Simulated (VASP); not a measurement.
Runs of VASP 6.6.1 on Sb. The structure is that of space group Pm-3m (No. 221), or close to it. The cells are those of the table. This isn't the form of Sb at room conditions, which is rhombohedral.

```csv
task,level,potentials or basis,cell,k mesh,cutoff (eV),grid for exact exchange (PRECFOCK),share of exact exchange,screening parameter,gap on the mesh (eV),pressure (GPa)
single point,PBE0,"VASP PAW PBE potentials, release 64 (Sb_d_GW)","a = 3.095 Å, 1 atom",6 × 6 × 6,400,Normal,0.25,-,none,-2.4
single point,PBE0,"VASP PAW PBE potentials, release 64 (Sb_d_GW)","a = 3.181 Å, 1 atom",4 × 4 × 4,400,Normal,0.25,-,none,-6.8
relaxation of cell and atoms,PBEsol-based global hybrid with 25 % exact exchange,"VASP PAW PBE potentials, release 64 (Sb_d_GW)","relaxed from a = 3.160 Å, 1 atom",4 × 4 × 4,500,Normal,0.25,-,none,0.0
single point,PBE0,"VASP PAW PBE potentials, release 64 (Sb_d_GW)","a = 3.139 Å, 1 atom",6 × 6 × 6,400,Normal,0.25,-,none,-2.6
single point,r2SCAN0,"VASP PAW PBE potentials, release 64 (Sb_d_GW)","a = 3.117 Å, 1 atom",4 × 4 × 4,440,Normal,0.25,-,none,-4.5
single point,r2SCAN0,"VASP PAW PBE potentials, release 64 (Sb_d_GW)","a = 3.095 Å, 1 atom",4 × 4 × 4,440,Normal,0.25,-,none,-3.4
single point,PBEsol,"VASP PAW PBE potentials, release 64 (Sb)","a = 3.160 Å, angles 90.0, 90.0, 88.9°, 1 atom",8 × 8 × 8,500,-,-,-,none,(a)
single point,PBE-based screened hybrid with 50 % exact exchange,"VASP PAW PBE potentials, release 64 (Sb_d_GW)","a = 3.160 Å, 1 atom",4 × 4 × 4,400,Normal,0.5,0.2 1/Å,none,(b)
```

Alike in all rows: no spin polarisation; smearing fermi-dirac 0.05 eV.

Q: Estimate the missing entries.

A: (a) -4.6; (b) -8.2.

Caveats: some runs use coarse meshes; the PAW data sets were made with another functional, which shifts forces and pressure a little; spin-orbit coupling is left out, which moves the levels of the heavy elements; an odd number of electrons without spin polarisation forces a metal; a magnetic or distorted state may lie lower; the cell stands under tension (at least some runs).

A k mesh can miss the band edges, and the runs leave out spin-orbit coupling on Sb.

A gap of «none» marks levels without a gap at the run's occupations.

The runs don't all hold the same shells in valence.
